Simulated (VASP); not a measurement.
# Cu2As3 (P-3m1) in VASP: notebook

Runs on Cu2As3. Level: r2SCAN. Tasks: single point.

Everything below comes from runs of VASP 6.6.1. Logs are shortened: lines on timing, memory, paths and dates and some standing lists are left out, and cuts for length are marked.

## Step 1: The cell of the first run

It takes space group P-3m1 (No. 164, trigonal). Conventional cell: a = 3.946 Å, b = 3.946 Å, c = 5.923 Å, α = 90.00°, β = 90.00°, γ = 120.00°. Within 3.2 Å of Cu (site symmetry 3m) lie 7 As at 2.41 to 2.62 Å. As (site symmetry -3m) has 6 Cu at 2.62 Å and 6 As at 3.08 Å within 3.5 Å. Within 3.2 Å of As (site symmetry 3m) lie 4 Cu at 2.41 to 2.56 Å and 6 As at 2.88 to 3.08 Å.

## Step 2: Single point, r2SCAN

Contents of POSCAR:

```
Cu2As3
1.0
    3.9461167400      0.0000000000      0.0000000000
   -1.9730578837      3.4174369059      0.0000000000
    0.0000000000      0.0000000000      5.9232721405
Cu As
2 3
Direct
    0.3333333333      0.6666666667      0.7830310000
    0.6666666667      0.3333333333      0.2169690000
    0.0000000000      0.0000000000      0.0000000000
    0.3333333333      0.6666666667      0.3506620000
    0.6666666667      0.3333333333      0.6493380000
```

Contents of INCAR.step1:

```
PREC = Accurate ; ENCUT = 520
ISMEAR = 1 ; SIGMA = 0.1
LREAL = F ; LASPH = T
NELM = 100 ; NBANDS = 26
GGA = PE ; ALGO = Normal
EDIFF = 1E-4 ; LWAVE = T
LCHARG = F
```

Contents of INCAR.step2:

```
PREC = Accurate ; ENCUT = 520
EDIFF = 1E-6 ; ISMEAR = 1
SIGMA = 0.1 ; LREAL = F
LASPH = T ; NELM = 100
ALGO = Normal ; ISIF = 2
LWAVE = F ; LCHARG = F
METAGGA = R2SCAN ; LMIXTAU = T
NBANDS = 26 ; ISTART = 1
```

Contents of KPOINTS:

```
Automatic mesh
0
Gamma
  7 7 4
```

Potentials or basis: VASP PAW PBE potentials, release 64 (Cu, As).

Run with:

```sh
> cat potpaw_PBE.64/Cu/POTCAR potpaw_PBE.64/As/POTCAR > POTCAR
> cp INCAR.step1 INCAR
> mpirun -np 1 vasp_std > vasp.out
> cp INCAR.step2 INCAR
> mpirun -np 1 vasp_std > vasp.out
```

OUTCAR:

```text
PREC = Accurate
   ENCUT = 520
   EDIFF = 1E-6
   ISMEAR = 1
   LREAL = F
   LASPH = T
   NELM = 100
   ISIF = 2
   METAGGA = R2SCAN
   ISTART = 1

 ion  position               nearest neighbor table
   1  0.333  0.667  0.783-   5 2.41   5 2.41   5 2.41   4 2.56   3 2.62   3 2.62   3 2.62
   2  0.667  0.333  0.217-   4 2.41   4 2.41   4 2.41   5 2.56   3 2.62   3 2.62   3 2.62
   3  0.000  0.000  0.000-   1 2.62   2 2.62   2 2.62   1 2.62   2 2.62   1 2.62
   4  0.333  0.667  0.351-   2 2.41   2 2.41   2 2.41   1 2.56   5 2.88   5 2.88   5 2.88
   5  0.667  0.333  0.649-   1 2.41   1 2.41   1 2.41   2 2.56   4 2.88   4 2.88   4 2.88

  LATTYP: Found a hexagonal cell.
 ALAT       =     3.9461167400
 C/A-ratio  =     1.5010382436

  Lattice vectors:

 A1 = (   3.9461167400,   0.0000000000,   0.0000000000)
 A2 = (  -1.9730578837,   3.4174369059,   0.0000000000)
 A3 = (   0.0000000000,   0.0000000000,   5.9232721405)

Analysis of symmetry for initial positions (statically):
=====================================================================
 Subroutine PRICEL returns:
 Original cell was already a primitive cell.

 Routine SETGRP: Setting up the symmetry group for a
 hexagonal supercell.

 Subroutine GETGRP returns: Found 12 space group operations
 (whereof 12 operations were pure point group operations)
 out of a pool of 24 trial point group operations.

The static configuration has the point symmetry D_3d.

Analysis of symmetry for dynamics (positions and initial velocities):
=====================================================================
 Subroutine PRICEL returns:
 Original cell was already a primitive cell.

 Routine SETGRP: Setting up the symmetry group for a
 hexagonal supercell.

 Subroutine GETGRP returns: Found 12 space group operations
 (whereof 12 operations were pure point group operations)
 out of a pool of 24 trial point group operations.

The dynamic configuration has the point symmetry D_3d.

 Subroutine INISYM returns: Found 12 space group operations
 (whereof 12 operations are pure point group operations),
 and found     1 'primitive' translations

----------------------------------------------------------------------------------------

                                     Primitive cell

[... 95 lines left out ...]
   NELM   =    100;   NELMIN=  2; NELMDL=  0     # of ELM steps
   EDIFF  = 0.1E-05   stopping-criterion for ELM
   LREAL  =      F    real-space projection
   EDIFFG = 0.1E-04   stopping-criterion for IOM
   NSW    =      0    number of steps for IOM
   IBRION =     -1    ionic relax: 0-MD 1-quasi-New 2-CG
   NFREE  =      0    steps in history (QN), initial steepest desc. (CG)
   ISIF   =      2    stress and relaxation
   ISYM   =      2    0-nonsym 1-usesym 2-fastsym
   POTIM  = 0.5000    time-step for ionic-motion
   TEBEG  =    0.0;   TEEND  =   0.0 temperature during run
   PSTRESS=    0.0 pullay stress
   NELECT =      37.0000    total number of electrons
   NUPDOWN=      -1.0000    fix difference up-down
   EMIN   =  10.00;   EMAX   =-10.00  energy-range for DOS
   EFERMI =   0.00;   METHOD = LEGACY
   ISMEAR =     1;   SIGMA  =   0.10  broadening in eV -4-tet -1-fermi 0-gaus
   EFERMI_NEDOS =   21; number of points for ismear=-14 and -15
   IALGO  =     38    algorithm
   IMIX   =      4    mixing-type and parameters
     AMIX     =   0.40;   BMIX     =  1.00
     AMIX_MAG =   1.60;   BMIX_MAG =  1.00
  volume/ion in A,a.u.               =      15.98       107.81
  Fermi-wavevector in a.u.,A,eV,Ry     =   1.266674  2.393666 21.830029  1.604462
  Thomas-Fermi vector in A             =   2.399862
   LORBIT       =      0    0 simple, 1 ext, 2 COOP (PROOUT), +10 PAW based schemes
   METAGGA = R2SCAN    functional components
   LHFCALC =     F    Hartree Fock is set to
   AEXX    =    0.0000 exact exchange contribution
   IVDW    =     0    specifies the selected vdW correction
   LEPSILON=     F    determine dielectric tensor
   LRPA    =     F    only Hartree local field effects (RPA)
 non-spin polarized calculation
 Methfessel and Paxton  Order N= 1 SIGMA  =   0.10
  energy-cutoff  :      520.00
  volume of cell :       79.88
 maximum number of plane-waves:      2225
 NGX is ok and might be reduce to    30
   NGX = 15   NGY = 15   NGZ = 23

 number of electron      36.9999998 magnetization

 Free energy of the ion-electron system (eV)
  ---------------------------------------------------
  ext. energy  EPLUGINS =         0.00000000
  ---------------------------------------------------
  free energy    TOTEN  =       -64.54790291 eV

  energy without entropy =      -64.54902834  energy(sigma->0) =      -64.54827806

 E-fermi :   7.0293     XC(G=0): -11.9048

 val. band max:        6.9926367749   @ k =   0.1429  -0.0000   0.2500
 cond. band min:       7.1704609989   @ k =   0.0000   0.0000   0.2500
 fundamental gap:      0.1778242240
 Fermi energy:         7.0292830056

 k-point     1 :       0.0000    0.0000    0.0000
  band No.  band energies     occupation
      1      -8.2559      2.00000
      2      -4.5290      2.00000
      3      -4.3631      2.00000
      4       1.8825      2.00000
      5       1.8826      2.00000
      6       2.0263      2.00000
[... 685 lines left out ...]
     25      15.0846      0.00000
     26      15.3135      0.00000

 [... further k-points ...]

------------------------ aborting loop because EDIFF is reached ----------------------------------------

  FORCE on cell =-STRESS in cart. coord.  units (eV):
  Direction    XX          YY          ZZ          XY          YZ          ZX
  --------------------------------------------------------------------------------------
  -------------------------------------------------------------------------------------
  Total        3.9532895      3.9532885      4.3723760      0.0000006     -0.0000000     -0.0000000
  in kB       79.2934068     79.2933865     87.6992666      0.0000113     -0.0000000     -0.0000000
  external PRESSURE =      82.0953533 kB  Pullay stress =       0.0000000 kB

 VOLUME and BASIS-vectors are now :
 -----------------------------------------------------------------------------
  energy-cutoff  :      520.00
  volume of cell :       79.88
      direct lattice vectors                 reciprocal lattice vectors
     3.946116740  0.000000000  0.000000000     0.253413689  0.146308444  0.000000000
    -1.973057884  3.417436906  0.000000000     0.000000000  0.292616960  0.000000000
     0.000000000  0.000000000  5.923272140     0.000000000  0.000000000  0.168825605

 POSITION                                       TOTAL-FORCE (eV/Angst)
 -----------------------------------------------------------------------------------
      0.00000      2.27829      4.63811        -0.000000      0.000000      0.109734
      1.97306      1.13915      1.28517         0.000000     -0.000000     -0.109734
      0.00000      0.00000      0.00000        -0.000000      0.000000      0.000000
      0.00000      2.27829      2.07707         0.000000     -0.000000      0.142693
      1.97306      1.13915      3.84621        -0.000000      0.000000     -0.142693
 -----------------------------------------------------------------------------------
    total drift:                                0.000000      0.000000      0.000000

  FREE ENERGIE OF THE ION-ELECTRON SYSTEM (eV)
  ---------------------------------------------------
  free  energy   TOTEN  =       -64.5479029132 eV

  energy  without entropy=      -64.5490283397  energy(sigma->0) =      -64.54827806
```

Run time: 2.4 min. Hardware: 1 thread of Intel Xeon Platinum 8559C (Emerald Rapids), shared host; peak memory 0.23 GiB.

Results:

```yaml
Free_energy: -64.5479 eV
Pressure: 8.2 GPa
Largest_force: 0.143 eV/Å
```

Forces in eV/Å, atoms in the order of the input:
```
Cu   0.000  0.000  0.110
Cu   0.000  0.000 -0.110
As   0.000  0.000  0.000
As   0.000  0.000  0.143
As   0.000  0.000 -0.143
```

Stress tensor (GPa, compression positive):
```
7.93 0.00 0.00
0.00 7.93 0.00
0.00 0.00 8.77
```

Caveat: the PAW data sets were made with another functional, which shifts forces and pressure a little.

## Step 3: Single point, r2SCAN

This run uses another cell than the first one, of 16.44 Å³/atom, 1.029 times its volume.

POSCAR: that of step 2 with these lines changed.

```diff
@@ -2,5 +2,5 @@
 1.0
-    3.9461167400      0.0000000000      0.0000000000
-   -1.9730578837      3.4174369059      0.0000000000
-    0.0000000000      0.0000000000      5.9232721405
+    3.9838809173      0.0000000000      0.0000000000
+   -1.9919399677      3.4501416386      0.0000000000
+    0.0000000000      0.0000000000      5.9799576148
 Cu As
```

Contents of INCAR.step1:

```
SYSTEM = Cu2As3
ALGO = Normal ; EDIFF = 1E-4
ENCUT = 520 ; GGA = PE
ISMEAR = 1 ; LASPH = .True.
LCHARG = .False. ; LREAL = .False.
LWAVE = .True. ; NBANDS = 26
NELM = 60 ; PREC = Accurate
SIGMA = 0.1
```

Contents of INCAR.step2:

```
SYSTEM = Cu2As3
ALGO = Normal ; EDIFF = 1E-6
ENCUT = 520 ; ISIF = 2
ISMEAR = 1 ; ISTART = 1
LASPH = .True. ; LCHARG = .False.
LMIXTAU = .True. ; LREAL = .False.
LWAVE = .False. ; METAGGA = R2SCAN
NBANDS = 26 ; NELM = 60
PREC = Accurate ; SIGMA = 0.1
```

Contents of KPOINTS:

```
k-points
0
Gamma
  7 7 4
  0 0 0
```

Potentials or basis: VASP PAW PBE potentials, release 64 (Cu, As).

Run with:

```sh
> cat potpaw_PBE.64/Cu/POTCAR potpaw_PBE.64/As/POTCAR > POTCAR
> cp INCAR.step1 INCAR
> mpirun -np 1 vasp_std > vasp.out
> cp INCAR.step2 INCAR
> mpirun -np 1 vasp_std > vasp.out
```

It took 2.7 min on 1 thread of Intel Xeon Platinum 8559C (Emerald Rapids), shared host; peak memory 0.23 GiB.

The run converged. Its results:

- Free energy: -64.6400 eV
- Pressure: 4.5 GPa
- Largest force: 0.131 eV/Å

Forces on the atoms (eV/Å):
```
Cu   0.000  0.000  0.047
Cu   0.000  0.000 -0.047
As   0.000  0.000  0.000
As   0.000  0.000  0.131
As   0.000  0.000 -0.131
```

Stress tensor (GPa, compression positive):
```
4.22 0.00 0.00
0.00 4.22 0.00
0.00 0.00 5.12
```

Levels at points of the mesh, in eV from the Fermi level:
```
           k point  band 17  band 18  band 19  band 20  band 21  band 22
(0.00, 0.00, 0.00)    -0.94    -0.02    -0.02     1.35     1.35     2.04
(0.00, 0.00, 0.50)    -0.37     0.34     0.34     0.81     0.97     0.97
```

Caveat: the PAW data sets were made with another functional, which shifts forces and pressure a little.

## Step 4: Single point, r2SCAN

This run uses another cell than the first one, of 16.90 Å³/atom, 1.058 times its volume.

POSCAR: that of step 3 with these lines changed.

```diff
@@ -2,5 +2,5 @@
 1.0
-    3.9838809173      0.0000000000      0.0000000000
-   -1.9919399677      3.4501416386      0.0000000000
-    0.0000000000      0.0000000000      5.9799576148
+    4.0209424029      0.0000000000      0.0000000000
+   -2.0104707060      3.4822378225      0.0000000000
+    0.0000000000      0.0000000000      6.0355883221
 Cu As
```

Contents of INCAR.step1:

```
SYSTEM = Cu2As3
  PREC = Accurate
  ENCUT = 520
  ISMEAR = 1
  SIGMA = 0.1
  LREAL = .FALSE.
  LASPH = .TRUE.
  NELM = 60
  NBANDS = 26
  GGA = PE
  ALGO = Normal
  EDIFF = 1E-4
  LWAVE = .TRUE.
  LCHARG = .FALSE.
```

Contents of INCAR.step2:

```
SYSTEM = Cu2As3
  PREC = Accurate
  ENCUT = 520
  EDIFF = 1E-7
  ISMEAR = 1
  SIGMA = 0.1
  LREAL = .FALSE.
  LASPH = .TRUE.
  NELM = 60
  ALGO = Normal
  ISIF = 2
  LWAVE = .FALSE.
  LCHARG = .FALSE.
  METAGGA = R2SCAN
  LMIXTAU = .TRUE.
  NBANDS = 26
  ISTART = 1
```

Contents of KPOINTS:

```
Automatic mesh
0
G
  7 7 4
  0 0 0
```

Potentials or basis: VASP PAW PBE potentials, release 64 (Cu, As).

Run with:

```sh
> cat potpaw_PBE.64/Cu/POTCAR potpaw_PBE.64/As/POTCAR > POTCAR
> cp INCAR.step1 INCAR
> mpirun -np 1 vasp_std > vasp.out
> cp INCAR.step2 INCAR
> mpirun -np 1 vasp_std > vasp.out
```

OUTCAR:

```text
SYSTEM = Cu2As3
   PREC = Accurate
   ENCUT = 520
   EDIFF = 1E-7
   ISMEAR = 1
   LREAL = .FALSE.
   LASPH = .TRUE.
   NELM = 60
   ISIF = 2
   METAGGA = R2SCAN
   ISTART = 1

 ion  position               nearest neighbor table
   1  0.333  0.667  0.783-   5 2.46   5 2.46   5 2.46   4 2.61   3 2.67   3 2.67   3 2.67
   2  0.667  0.333  0.217-   4 2.46   4 2.46   4 2.46   5 2.61   3 2.67   3 2.67   3 2.67
   3  0.000  0.000  0.000-   1 2.67   2 2.67   2 2.67   1 2.67   2 2.67   1 2.67
   4  0.333  0.667  0.351-   2 2.46   2 2.46   2 2.46   1 2.61
   5  0.667  0.333  0.649-   1 2.46   1 2.46   1 2.46   2 2.61

  LATTYP: Found a hexagonal cell.
 ALAT       =     4.0209424029
 C/A-ratio  =     1.5010382436

  Lattice vectors:

 A1 = (   4.0209424029,   0.0000000000,   0.0000000000)
 A2 = (  -2.0104707060,   3.4822378225,   0.0000000000)
 A3 = (   0.0000000000,   0.0000000000,   6.0355883221)

Analysis of symmetry for initial positions (statically):
=====================================================================
[... 173 lines left out ...]
  ext. energy  EPLUGINS =         0.00000000
  ---------------------------------------------------
  free energy    TOTEN  =       -64.68255143 eV

  energy without entropy =      -64.68359330  energy(sigma->0) =      -64.68289872

 E-fermi :   6.3387     XC(G=0): -11.6068

 val. band max:        6.3154091056   @ k =   0.0000   0.0000   0.0000
 cond. band min:       6.4754163693   @ k =   0.0000   0.0000   0.2500
 fundamental gap:      0.1600072637
 Fermi energy:         6.3386607249

 k-point     1 :       0.0000    0.0000    0.0000
  band No.  band energies     occupation
      1      -8.4357      2.00000
      2      -4.9498      2.00000
      3      -4.7737      2.00000
      4       1.5271      2.00000
      5       1.5272      2.00000
      6       1.6525      2.00000
[... 685 lines left out ...]
     25      14.2727      0.00000
     26      14.3344      0.00000

 [... further k-points ...]
[... 5 lines left out ...]
  --------------------------------------------------------------------------------------
  -------------------------------------------------------------------------------------
  Total        0.5370581      0.5370580      1.0351662      0.0000001     -0.0000000      0.0000000
  in kB       10.1818330     10.1818304     19.6252311      0.0000014     -0.0000000      0.0000000
  external PRESSURE =      13.3296315 kB  Pullay stress =       0.0000000 kB

 VOLUME and BASIS-vectors are now :
 -----------------------------------------------------------------------------
  energy-cutoff  :      520.00
  volume of cell :       84.51
      direct lattice vectors                 reciprocal lattice vectors
     4.020942403  0.000000000  0.000000000     0.248697917  0.143585792  0.000000000
    -2.010470706  3.482237823  0.000000000     0.000000000  0.287171655  0.000000000
     0.000000000  0.000000000  6.035588322     0.000000000  0.000000000  0.165683931

 POSITION                                       TOTAL-FORCE (eV/Angst)
 -----------------------------------------------------------------------------------
      0.00000      2.32149      4.72605         0.000000      0.000000     -0.000768
      2.01047      1.16075      1.30954         0.000000     -0.000000      0.000768
      0.00000      0.00000      0.00000        -0.000000      0.000000      0.000000
      0.00000      2.32149      2.11645        -0.000000      0.000000      0.120990
      2.01047      1.16075      3.91914        -0.000000     -0.000000     -0.120990
 -----------------------------------------------------------------------------------
    total drift:                                0.000000      0.000000      0.000000

  FREE ENERGIE OF THE ION-ELECTRON SYSTEM (eV)
  ---------------------------------------------------
  free  energy   TOTEN  =       -64.6825514334 eV

  energy  without entropy=      -64.6835933006  energy(sigma->0) =      -64.68289872
```

OSZICAR.step1:

```text
N       E                     dE             d eps       ncg     rms          rms(c)
DAV:   1     0.247725260959E+03    0.24773E+03   -0.15811E+04  1456   0.167E+03
DAV:   2    -0.906196728899E+00   -0.24863E+03   -0.23920E+03  1456   0.330E+02
DAV:   3    -0.227233844889E+02   -0.21817E+02   -0.20801E+02  1998   0.113E+02
DAV:   4    -0.235955392352E+02   -0.87215E+00   -0.86195E+00  1896   0.198E+01
DAV:   5    -0.236146945734E+02   -0.19155E-01   -0.19132E-01  1900   0.286E+00    0.169E+01
DAV:   6    -0.267949522162E+02   -0.31803E+01   -0.65119E+01  1702   0.215E+02    0.149E+01
DAV:   7    -0.208182596529E+02    0.59767E+01   -0.16884E+01  1774   0.106E+02    0.400E+00
DAV:   8    -0.206047646434E+02    0.21350E+00   -0.28528E+00  2254   0.380E+01    0.174E+00
DAV:   9    -0.206038572000E+02    0.90744E-03   -0.47302E-01  2212   0.104E+01    0.257E-01
DAV:  10    -0.206054055276E+02   -0.15483E-02   -0.13230E-02  2230   0.257E+00    0.326E-01
DAV:  11    -0.206034078948E+02    0.19976E-02   -0.76861E-03  1948   0.264E+00    0.904E-02
DAV:  12    -0.206034424626E+02   -0.34568E-04   -0.15679E-03  2240   0.394E-01    0.509E-02
DAV:  13    -0.206033821645E+02    0.60298E-04   -0.59016E-05   846   0.255E-01
   1 F= -.20603382E+02 E0= -.20603797E+02  d E =0.124482E-02
```

Wall time 3.2 min (1 thread of Intel Xeon Platinum 8559C (Emerald Rapids), shared host); peak memory 0.23 GiB.

What came out:

```yaml
Free_energy: -64.6826 eV
Pressure: 1.3 GPa
Largest_force: 0.121 eV/Å
```

Forces in eV/Å, atoms in the order of the input:
```
Cu   0.000  0.000 -0.001
Cu   0.000  0.000  0.001
As   0.000  0.000  0.000
As   0.000  0.000  0.121
As   0.000  0.000 -0.121
```

Levels at points of the mesh, in eV from the Fermi level:
| k point | band 15 | band 16 | band 17 | band 18 | band 19 | band 20 | band 21 | band 22 | band 23 | band 24 |
| --- | --- | --- | --- | --- | --- | --- | --- | --- | --- | --- |
| (0.00, 0.00, 0.00) | -1.37 | -0.91 | -0.91 | -0.02 | -0.02 | 1.30 | 1.30 | 1.98 | 4.85 | 5.08 |
| (0.00, 0.00, 0.50) | -1.11 | -1.11 | -0.44 | 0.32 | 0.32 | 0.74 | 0.94 | 0.94 | 2.83 | 4.08 |

Caveat: the PAW data sets were made with another functional, which shifts forces and pressure a little.

## Step 5: The runs side by side

```csv
cell,gap on the mesh (eV),pressure (GPa),largest force (eV/Å)
"a = 3.946, b = 3.946, c = 5.923 Å, angles 90.0, 90.0, 120.0°, 5 atoms",none,8.2,0.14
"a = 3.984, b = 3.984, c = 5.980 Å, angles 90.0, 90.0, 120.0°, 5 atoms",none,4.5,0.13
"a = 4.021, b = 4.021, c = 6.036 Å, angles 90.0, 90.0, 120.0°, 5 atoms",none,1.3,0.12
```

Alike in all rows: task single point; level r2SCAN; potentials or basis VASP PAW PBE potentials, release 64 (Cu, As); no spin polarisation; k mesh 7 × 7 × 4; cutoff (eV) 520; smearing methfessel-paxton 0.1 eV.

Caveats: the PAW data sets were made with another functional, which shifts forces and pressure a little.

Total energies depend on the potentials used, so only differences within one code and one set of settings carry meaning.
